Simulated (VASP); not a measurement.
Set up this calculation in VASP 6.6.1, as the native input.

```yaml
Task: single point
Functional: PBE
Potentials_or_basis: VASP PAW PBE potentials, release 64 (Sn_d)
Cutoff: 520 eV
k_mesh: 10 × 10 × 10
Occupations: fermi-dirac, width 0.08 eV
Spin: no spin polarisation
Dipole_correction: no
k_mesh_for_the_DOS: 15 × 15 × 15
Occupations_for_the_DOS: tetrahedron
Further_INCAR_settings: ALGO = Normal; EDIFF = 1e-06
```

Crystal: Sn.

```xyz
2
Lattice="0.0000 3.3285 3.3285 3.3285 0.0000 3.3285 3.3285 3.3285 0.0000" Properties=species:S:1:pos:R:3 pbc="T T T"
Sn   -0.8321   -0.8321   -0.8321
Sn    0.8321    0.8321    0.8321
```

This isn't the form of Sn at room conditions, which is tetragonal (white tin).

These files were run (other wordings do the same):

POSCAR

```
Sn
1.0
    0.0000000000      3.3285055735      3.3285055735
    3.3285055735      0.0000000000      3.3285055735
    3.3285055735      3.3285055735      0.0000000000
Sn
2
Direct
   -0.1250000000     -0.1250000000     -0.1250000000
    0.1250000000      0.1250000000      0.1250000000
```

INCAR.step1

```
SYSTEM = Sn
PREC = Accurate ; ENCUT = 520
EDIFF = 1E-6 ; ISMEAR = -1
SIGMA = 0.08 ; LREAL = .FALSE.
LASPH = .TRUE. ; NELM = 60
ALGO = Normal ; ISIF = 2
LWAVE = .FALSE. ; LCHARG = .TRUE.
GGA = PE ; NBANDS = 21
```

KPOINTS.step1

```
Automatic mesh
0
G
  10 10 10
  0 0 0
```

INCAR.step2

```
SYSTEM = Sn
PREC = Accurate ; ENCUT = 520
EDIFF = 1E-6 ; ISMEAR = -5
SIGMA = 0.08 ; LREAL = .FALSE.
LASPH = .TRUE. ; NELM = 60
ALGO = Normal ; ISIF = 2
LWAVE = .FALSE. ; LCHARG = .FALSE.
GGA = PE ; LORBIT = 11
NEDOS = 1001 ; ICHARG = 11
```

KPOINTS.step2

```
Automatic mesh
0
G
  15 15 15
  0 0 0
```

Potentials or basis: VASP PAW PBE potentials, release 64 (Sn_d).

Command:

```console
$ cat potpaw_PBE.64/Sn_d/POTCAR > POTCAR
$ cp INCAR.step1 INCAR
$ cp KPOINTS.step1 KPOINTS
$ mpirun -np 1 vasp_std > vasp.out
$ cp INCAR.step2 INCAR
$ cp KPOINTS.step2 KPOINTS
$ mpirun -np 1 vasp_std > vasp.out
```

It gave:

The valence electrons inside the program's atomic spheres are Sn 12.28.

Wall time 4.6 min on 1 thread of AMD EPYC 7R13, with other jobs on the host, peak memory 0.25 GiB.
